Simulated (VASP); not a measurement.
Set up this calculation in VASP 6.6.1, as the native input.

| Quantity | Value |
| --- | --- |
| Task | relaxation of cell and atoms |
| Functional | PBE |
| Potentials or basis | VASP PAW PBE potentials, release 64 (Ga_d, N) |
| Cutoff | 600 eV |
| k mesh | 12 × 12 × 6 |
| Occupations | gaussian, width 0.02 eV |
| Spin | no spin polarisation |
| Dipole correction | no |
| Further INCAR settings | ALGO = Normal; EDIFF = 1e-06; IBRION = 2; EDIFFG = -0.01; NSW = 80; ISIF = 3 |

The structure of GaN lies in POSCAR:

```
GaN
1.0
    3.3165693073      0.0000000000      0.0000000000
   -1.6582846537      2.8722332735      0.0000000000
    0.0000000000      0.0000000000      4.9330770988
Ga N
2 2
Direct
    0.3333333333      0.6666666667      0.2500000000
    0.6666666667      0.3333333333      0.7500000000
    0.3333333333      0.6666666667      0.7500000000
    0.6666666667      0.3333333333      0.2500000000
```

The input as run:

INCAR

```
ALGO = Normal
EDIFF = 1E-6
EDIFFG = -0.01
ENCUT = 600
GGA = PE
IBRION = 2
ISIF = 3
ISMEAR = 0
LASPH = T
LCHARG = F
LREAL = F
LWAVE = F
NELM = 80
NSW = 80
PREC = Accurate
SIGMA = 0.02
```

KPOINTS

```
k-points
0
Gamma
  12 12 6
```

Potentials or basis: VASP PAW PBE potentials, release 64 (Ga_d, N).

Command:

```bash
$ cat potpaw_PBE.64/Ga_d/POTCAR potpaw_PBE.64/N/POTCAR > POTCAR
$ mpirun -np 1 vasp_std > vasp.out
```

It gave:

```
Relaxed volume                         : 11.68 Å³/atom
Relaxed cell                           : a = 3.326 Å, b = 3.326 Å, c = 4.878 Å, α = 90.00°, β = 90.00°, γ = 120.00°
Space group after relaxing (to 0.05 Å) : P6_3/mmc (No. 194)
Energy gained by relaxing              : 0.2 meV/atom
Ionic steps                            : 7
Pressure after relaxing                : -0.1 GPa
Band gap on the k mesh                 : 1.16 eV, direct
```

Wall time 5.4 min on 1 thread of Intel(R) Xeon(R) Platinum 8259CL CPU @ 2.50GHz (Skylake/Cascade Lake), on a shared host, peak memory 0.24 GiB.
